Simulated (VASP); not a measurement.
# Ir (Im-3m) in VASP: notebook

The runs below take Ir through single point, with PBE.

Everything below comes from runs of VASP 6.6.1. Logs are shortened: lines on timing, memory, paths and dates and some standing lists are left out, and cuts for length are marked.

## Step 1: The cell of the first run

The structure is cubic, space group Im-3m (No. 229). Conventional cell: a = 3.115 Å, b = 3.115 Å, c = 3.115 Å, α = 90.00°, β = 90.00°, γ = 90.00°. Ir (site symmetry m-3m) has 14 Ir at 2.70 to 3.11 Å within 3.6 Å.

This isn't the form of Ir at room conditions, which is fcc.

## Step 2: Single point, PBE, non-collinear spin, zero start, spin-orbit coupling

INCAR

```
SYSTEM = Ir
PREC = Accurate
ENCUT = 500
EDIFF = 1E-6
ISMEAR = -1
SIGMA = 0.05
LREAL = .FALSE.
LASPH = .TRUE.
NELM = 200
ALGO = Normal
ISIF = 2
LWAVE = .FALSE.
LCHARG = .FALSE.
MAGMOM = 0 0 0
LORBIT = 11
LSORBIT = .TRUE.
GGA_COMPAT = .FALSE.
LORBMOM = .TRUE.
LMAXMIX = 4
GGA = PE
NBANDS = 20
```

KPOINTS

```
regular mesh
0
G
  19 19 19
  0 0 0
```

POSCAR

```
Ir
1.0
   -1.5574367310      1.5574367310      1.5574367310
    1.5574367310     -1.5574367310      1.5574367310
    1.5574367310      1.5574367310     -1.5574367310
Ir
1
Direct
    0.0000000000      0.0000000000      0.0000000000
```

Potentials or basis: VASP PAW PBE potentials, release 64 (Ir).

Started as:

```console
cat potpaw_PBE.64/Ir/POTCAR > POTCAR
mpirun -np 1 vasp_ncl > vasp.out
```

OUTCAR:

```text
SYSTEM = Ir
   PREC = Accurate
   ENCUT = 500
   EDIFF = 1E-6
   ISMEAR = -1
   LREAL = .FALSE.
   LASPH = .TRUE.
   NELM = 200
   ISIF = 2
   LORBIT = 11
   LSORBIT = .TRUE.
   GGA = PE

 ion  position               nearest neighbor table
   1  0.000  0.000  0.000-

  LATTYP: Found a body centered cubic cell.
 ALAT       =     3.1148734620

  Lattice vectors:

 A1 = (  -1.5574367310,   1.5574367310,   1.5574367310)
 A2 = (   1.5574367310,  -1.5574367310,   1.5574367310)
 A3 = (   1.5574367310,   1.5574367310,  -1.5574367310)

Analysis of symmetry for initial positions (statically):
=====================================================================
 Subroutine PRICEL returns:
 Original cell was already a primitive cell.

 Routine SETGRP: Setting up the symmetry group for a
 body centered cubic supercell.

 Subroutine GETGRP returns: Found 48 space group operations
 (whereof 48 operations were pure point group operations)
 out of a pool of 48 trial point group operations.

The static configuration has the point symmetry O_h .

Analysis of symmetry for dynamics (positions and initial velocities):
=====================================================================
 Subroutine PRICEL returns:
 Original cell was already a primitive cell.

 Routine SETGRP: Setting up the symmetry group for a
 body centered cubic supercell.

 Subroutine GETGRP returns: Found 48 space group operations
 (whereof 48 operations were pure point group operations)
 out of a pool of 48 trial point group operations.

The dynamic configuration has the point symmetry O_h .

Analysis of structural, dynamic, and magnetic symmetry:
=====================================================================
 Subroutine PRICEL returns:
 Original cell was already a primitive cell.

 Routine SETGRP: Setting up the symmetry group for a
 body centered cubic supercell.

 Subroutine GETGRP returns: Found 48 space group operations
 (whereof 48 operations were pure point group operations)
 out of a pool of 48 trial point group operations.

The overall configuration has the point symmetry O_h .

 Subroutine INISYM returns: Found 48 space group operations
 (whereof 48 operations are pure point group operations),
 and found     1 'primitive' translations

----------------------------------------------------------------------------------------

                                     Primitive cell

  volume of cell :      15.1109

  direct lattice vectors                    reciprocal lattice vectors
    -1.557436731  1.557436731  1.557436731     0.000000000  0.321040329  0.321040329
     1.557436731 -1.557436731  1.557436731     0.321040329  0.000000000  0.321040329
     1.557436731  1.557436731 -1.557436731     0.321040329  0.321040329  0.000000000

  length of vectors
     2.697559548  2.697559548  2.697559548     0.454019587  0.454019587  0.454019587

  position of ions in fractional coordinates (direct lattice)
     0.000000000  0.000000000  0.000000000

  ion indices of the primitive-cell ions
   primitive index   ion index
                 1           1

----------------------------------------------------------------------------------------

 KPOINTS: regular mesh

Automatic generation of k-mesh.
 Grid dimensions read from file:
 generate k-points for:   19   19   19

 Generating k-lattice:

  Cartesian coordinates                     Fractional coordinates (reciprocal lattice)
     0.000000000  0.016896859  0.016896859     0.052631579  0.000000000  0.000000000
     0.016896859  0.000000000  0.016896859     0.000000000  0.052631579  0.000000000
     0.016896859  0.016896859  0.000000000     0.000000000  0.000000000  0.052631579

  Length of vectors
     0.023895768  0.023895768  0.023895768

  Shift w.r.t. Gamma in fractional coordinates (k-lattice)
     0.000000000  0.000000000  0.000000000

 Subroutine IBZKPT returns following result:
 ===========================================

 Found    220 irreducible k-points:

 Following reciprocal coordinates:
            Coordinates               Weight
  0.000000  0.000000  0.000000      1.000000
  0.052632  0.000000  0.000000     12.000000
  0.105263  0.000000  0.000000     12.000000
  0.157895  0.000000  0.000000     12.000000
  0.210526  0.000000  0.000000     12.000000
  0.263158  0.000000  0.000000     12.000000
[... 16 lines left out ...]
  0.263158  0.105263  0.000000     48.000000
  0.315789  0.105263  0.000000     48.000000
 [... further k-points ...]
   k-points           NKPTS =    220   k-points in BZ     NKDIM =    220   number of bands    NBANDS=     20
   number of dos      NEDOS =    301   number of ions     NIONS =      1
   total plane-waves  NPLWV =   8000
   dimension x,y,z NGX =    20 NGY =   20 NGZ =   20
   dimension x,y,z NGXF=    40 NGYF=   40 NGZF=   40
   ions per type =               1
   NGX,Y,Z   is equivalent  to a cutoff of  12.33, 12.33, 12.33 a.u.
   NGXF,Y,Z  is equivalent  to a cutoff of  24.65, 24.65, 24.65 a.u.
 SYSTEM =  Ir
   PREC   = accura    normal or accurate (medium, high low for compatibility)
   ISTART =      0    job   : 0-new  1-cont  2-samecut
   ICHARG =      2    charge: 1-file 2-atom 10-const
   ISPIN  =      1    spin polarized calculation?
   LNONCOLLINEAR =      T non collinear calculations
   LSORBIT =      T    spin-orbit coupling
   LASPH  =      T    aspherical Exc in radial PAW
   ENCUT  =  500.0 eV  36.75 Ry    6.06 a.u.   4.92  4.92  4.92*2*pi/ulx,y,z
   NELM   =    200;   NELMIN=  2; NELMDL= -5     # of ELM steps
   EDIFF  = 0.1E-05   stopping-criterion for ELM
   LREAL  =      F    real-space projection
   EDIFFG = 0.1E-04   stopping-criterion for IOM
   NSW    =      0    number of steps for IOM
   IBRION =     -1    ionic relax: 0-MD 1-quasi-New 2-CG
   NFREE  =      0    steps in history (QN), initial steepest desc. (CG)
   ISIF   =      2    stress and relaxation
   ISYM   =      2    0-nonsym 1-usesym 2-fastsym
   POTIM  = 0.5000    time-step for ionic-motion
   TEBEG  =    0.0;   TEEND  =   0.0 temperature during run
   PSTRESS=    0.0 pullay stress
   NELECT =       9.0000    total number of electrons
   NUPDOWN=      -1.0000    fix difference up-down
   EMIN   =  10.00;   EMAX   =-10.00  energy-range for DOS
   EFERMI =   0.00;   METHOD = LEGACY
   ISMEAR =    -1;   SIGMA  =   0.05  broadening in eV -4-tet -1-fermi 0-gaus
   EFERMI_NEDOS =   21; number of points for ismear=-14 and -15
   IALGO  =     38    algorithm
   IMIX   =      4    mixing-type and parameters
     AMIX     =   0.40;   BMIX     =  1.00
     AMIX_MAG =   1.60;   BMIX_MAG =  1.00
  volume/ion in A,a.u.               =      15.11       101.97
  Fermi-wavevector in a.u.,A,eV,Ry     =   1.377395  2.602900 25.813215  1.897218
  Thomas-Fermi vector in A             =   2.502552
   LORBIT       =     11    0 simple, 1 ext, 2 COOP (PROOUT), +10 PAW based schemes
   GGA     = PE    functional components
   LHFCALC =     F    Hartree Fock is set to
   AEXX    =    0.0000 exact exchange contribution
   IVDW    =     0    specifies the selected vdW correction
   LEPSILON=     F    determine dielectric tensor
   LRPA    =     F    only Hartree local field effects (RPA)
  energy-cutoff  :      500.00
  volume of cell :       15.11
 maximum number of plane-waves:       792
   NGX =  9   NGY =  9   NGZ =  9

 number of electron       9.0000002 magnetization       0.0000000      0.0000000      0.0000000

 number of electron       9.0000002 magnetization      -0.0000000     -0.0000000     -0.0000000

 number of electron       9.0000002 magnetization      -0.0000000      0.0000000     -0.0000000

 number of electron       9.0000002 magnetization       0.0000000     -0.0000000      0.0000000

 Free energy of the ion-electron system (eV)
  ---------------------------------------------------
  ext. energy  EPLUGINS =         0.00000000
  ---------------------------------------------------
  free energy    TOTEN  =        -8.66205381 eV

  energy without entropy =       -8.64001467  energy(sigma->0) =       -8.65103424

 E-fermi :   9.1849     XC(G=0): -13.5800

 val. band max:        9.1826502520   @ k =   0.2632   0.2105   0.0000
 cond. band min:       9.1905090770   @ k =  -0.2105   0.2632   0.0526
 fundamental gap:      0.0078588250
 Fermi energy:         9.1848837233

 k-point     1 :       0.0000    0.0000    0.0000
  band No.  band energies     occupation
      1      -1.1095      1.00000
      2      -1.1095      1.00000
      3       5.3575      1.00000
      4       5.3575      1.00000
      5       5.3575      1.00000
      6       5.3575      1.00000
[... 12 lines left out ...]
     19      35.6648      0.00000
     20      35.6651      0.00000

 k-point     2 :       0.0526    0.0000    0.0000
  band No.  band energies     occupation
      1      -0.9879      1.00000
      2      -0.9879      1.00000
      3       5.3358      1.00000
      4       5.3358      1.00000
      5       5.4010      1.00000
      6       5.4010      1.00000
[... 12 lines left out ...]
     19      34.3114      0.00000
     20      34.3114      0.00000

 k-point     3 :       0.1053    0.0000    0.0000
  band No.  band energies     occupation
      1      -0.6330      1.00000
      2      -0.6330      1.00000
      3       5.2562      1.00000
      4       5.2562      1.00000
      5       5.4675      1.00000
      6       5.4675      1.00000
[... 12 lines left out ...]
     19      32.6832      0.00000
     20      32.6832      0.00000

 k-point     4 :       0.1579    0.0000    0.0000
  band No.  band energies     occupation
      1      -0.0780      1.00000
      2      -0.0780      1.00000
      3       5.0962      1.00000
      4       5.0962      1.00000
      5       5.4614      1.00000
      6       5.4614      1.00000
[... 429 lines left out ...]
 k-point    23 :       0.2632    0.1053    0.0000
  band No.  band energies     occupation
      1       2.0952      1.00000
      2       2.0952      1.00000
      3       4.4166      1.00000
      4       4.4166      1.00000
      5       5.4761      1.00000
      6       5.4761      1.00000
[... 12 lines left out ...]
     19      30.6492      0.00000
     20      30.6492      0.00000

 k-point    24 :       0.3158    0.1053    0.0000
  band No.  band energies     occupation
      1       2.2963      1.00000
      2       2.2963      1.00000
      3       4.2228      1.00000
      4       4.2228      1.00000
      5       6.1358      1.00000
      6       6.1358      1.00000
[... 12 lines left out ...]
     19      31.8949      0.00000
     20      31.8949      0.00000

 [... further k-points ...]

------------------------ aborting loop because EDIFF is reached ----------------------------------------

  FORCE on cell =-STRESS in cart. coord.  units (eV):
  Direction    XX          YY          ZZ          XY          YZ          ZX
  --------------------------------------------------------------------------------------
  -------------------------------------------------------------------------------------
  Total        0.0672007      0.0672007      0.0672007      0.0000000      0.0000000     -0.0000000
  in kB        7.1251317      7.1251317      7.1251317      0.0000000      0.0000000     -0.0000000
  external PRESSURE =       7.1251317 kB  Pullay stress =       0.0000000 kB

 VOLUME and BASIS-vectors are now :
 -----------------------------------------------------------------------------
  energy-cutoff  :      500.00
  volume of cell :       15.11
      direct lattice vectors                 reciprocal lattice vectors
    -1.557436731  1.557436731  1.557436731     0.000000000  0.321040329  0.321040329
     1.557436731 -1.557436731  1.557436731     0.321040329  0.000000000  0.321040329
     1.557436731  1.557436731 -1.557436731     0.321040329  0.321040329  0.000000000

 POSITION                                       TOTAL-FORCE (eV/Angst)
 -----------------------------------------------------------------------------------
      0.00000      0.00000      0.00000         0.000000      0.000000      0.000000
 -----------------------------------------------------------------------------------
    total drift:                                0.000000     -0.000000      0.000000

  FREE ENERGIE OF THE ION-ELECTRON SYSTEM (eV)
  ---------------------------------------------------
  free  energy   TOTEN  =        -8.6620538073 eV

  energy  without entropy=       -8.6400146733  energy(sigma->0) =       -8.65103424

 orbital moment (x)

 # of ion     p       d       tot
 ----------------------------------------
  1         0.000  -0.000  -0.000
 ----------------------------------------
            0.000  -0.000  -0.000

 orbital moment (y)

 # of ion     p       d       tot
 ----------------------------------------
  1         0.000   0.000   0.000
 ----------------------------------------
            0.000   0.000   0.000

 orbital moment (z)

 # of ion     p       d       tot
 ----------------------------------------
  1         0.000  -0.000  -0.000
 ----------------------------------------
            0.000  -0.000  -0.000

 Spin-Orbit-Coupling matrix elements

 Ion:    1  E_soc:     -0.8632622
 l=   1
     0.0000000    -0.0349978    -0.0349978
    -0.0349978     0.0000000    -0.0349978
    -0.0349978    -0.0349978     0.0000000
 l=   2
     0.0000000    -0.0121330     0.0000000    -0.0121330    -0.0967463
    -0.0121330     0.0000000    -0.0725597    -0.0121330    -0.0241866
     0.0000000    -0.0725597     0.0000000    -0.0725597     0.0000000
    -0.0121330    -0.0121330    -0.0725597     0.0000000    -0.0241866
    -0.0967463    -0.0241866     0.0000000    -0.0241866     0.0000000
 l=   3
     0.0000000     0.0000000     0.0000000     0.0000000     0.0000000     0.0000000     0.0000000
     0.0000000     0.0000000     0.0000000     0.0000000     0.0000000     0.0000000     0.0000000
     0.0000000     0.0000000     0.0000000     0.0000000     0.0000000     0.0000000     0.0000000
     0.0000000     0.0000000     0.0000000     0.0000000     0.0000000     0.0000000     0.0000000
     0.0000000     0.0000000     0.0000000     0.0000000     0.0000000     0.0000000     0.0000000
     0.0000000     0.0000000     0.0000000     0.0000000     0.0000000     0.0000000     0.0000000
     0.0000000     0.0000000     0.0000000     0.0000000     0.0000000     0.0000000     0.0000000

 total charge

# of ion       s       p       d       tot
------------------------------------------
    1        0.633   0.631   6.950   8.213

 magnetization (x)

# of ion       s       p       d       tot
------------------------------------------
    1       -0.000   0.000  -0.000  -0.000

 magnetization (y)

# of ion       s       p       d       tot
------------------------------------------
    1        0.000   0.000   0.000   0.000

 magnetization (z)

# of ion       s       p       d       tot
------------------------------------------
    1        0.000   0.000   0.000   0.000
```

It took 1.9 min on 1 thread of Intel Xeon 8259CL, shared host; peak memory 0.23 GiB.

What came out:

- Free energy: -8.6621 eV
- Pressure: 0.7 GPa
- Net moment: 0.00 μB per cell
- Valence electrons inside the program's atomic spheres: Ir 8.21

Moments on the atoms (μB; x, y, z):
```
Ir  0.00 0.00 0.00
```

## Step 3: Single point, PBE, non-collinear spin, zero start, spin-orbit coupling

INCAR, as its differences from that of step 2:

```diff
@@ -13,2 +13,3 @@
 LCHARG = .FALSE.
+LNONCOLLINEAR = .TRUE.
 MAGMOM = 0 0 0
```

KPOINTS

```
Automatic mesh
0
G
  19 19 19
  0 0 0
```

POSCAR

```
Ir
1.0
   -1.5572221216      1.5572221216      1.5572221216
    1.5572221216     -1.5572221216      1.5572221216
    1.5572221216      1.5572221216     -1.5572221216
Ir
1
Direct
    0.0000000000      0.0000000000      0.0000000000
```

Potentials or basis: VASP PAW PBE potentials, release 64 (Ir).

Started as:

```console
cat potpaw_PBE.64/Ir/POTCAR > POTCAR
mpirun -np 1 vasp_ncl > vasp.out
```

Run time: 1.9 min. Hardware: 1 thread of Intel Xeon 8259CL, shared host; peak memory 0.23 GiB.

Results (log left out):

- Free energy: -8.6620 eV
- Pressure: 0.8 GPa
- Net moment: 0.00 μB per cell
- Valence electrons inside the program's atomic spheres: Ir 8.21

Moments on the atoms (μB; x, y, z):
```
Ir  0.00 0.00 0.00
```
